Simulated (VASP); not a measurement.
A run of VASP 6.6.1 is set up as follows.

INCAR

```
SYSTEM = Mg8Si4H
PREC = Accurate
ENCUT = 520
EDIFF = 1E-6
ISMEAR = 0
SIGMA = 0.1
LREAL = .False.
LASPH = .True.
NELM = 80
ALGO = Normal
ISIF = 2
LWAVE = .False.
LCHARG = .True.
GGA = PE
LELF = .True.
LVHAR = .True.
NBANDS = 28
```

The input KPOINTS:

```
Automatic mesh
0
Gamma
  3 3 3
  0 0 0
```

POSCAR

```
Mg8Si4H
1.0
    6.3910000000      0.0000000000      0.0000000000
    0.0000000000      6.3910000000      0.0000000000
    0.0000000000      0.0000000000      6.3910000000
Mg Si H
8 4 1
Direct
    0.2438608981      0.2375085276      0.2560715068
    0.7542318886      0.7402534815      0.7457343139
    0.7542710061      0.7403004225      0.2539497731
    0.2441880770      0.2371973087      0.7436132061
    0.7563705210      0.2368416523      0.7435656392
    0.2459166015      0.7404658113      0.2540511657
    0.2460358316      0.7402747614      0.7457131904
    0.7563611328      0.2372783602      0.2557820372
    0.0002614614     -0.0103838210     -0.0001527148
    0.5001131278      0.4994202785     -0.0001376936
    0.5001251760     -0.0103803787      0.4996706306
    0.0000438116      0.4905831638      0.4999572837
    0.5015966202      0.2473198248     -0.0020136129
```

Potentials or basis: VASP PAW PBE potentials, release 64 (Mg, Si, H).

Run with:

```sh
$ cat potpaw_PBE.64/Mg/POTCAR potpaw_PBE.64/Si/POTCAR potpaw_PBE.64/H/POTCAR > POTCAR
$ mpirun -np 1 vasp_std > vasp.out
```

**Question.** Estimate the pressure.

**Answer.** -0.2 GPa.

**Question.** Predict the largest force.

**Answer.** 0.009 eV/Å.

Stress tensor (GPa, compression positive):
```
 0.64 -0.02  0.00
-0.02 -1.92  0.02
 0.00  0.02  0.65
```
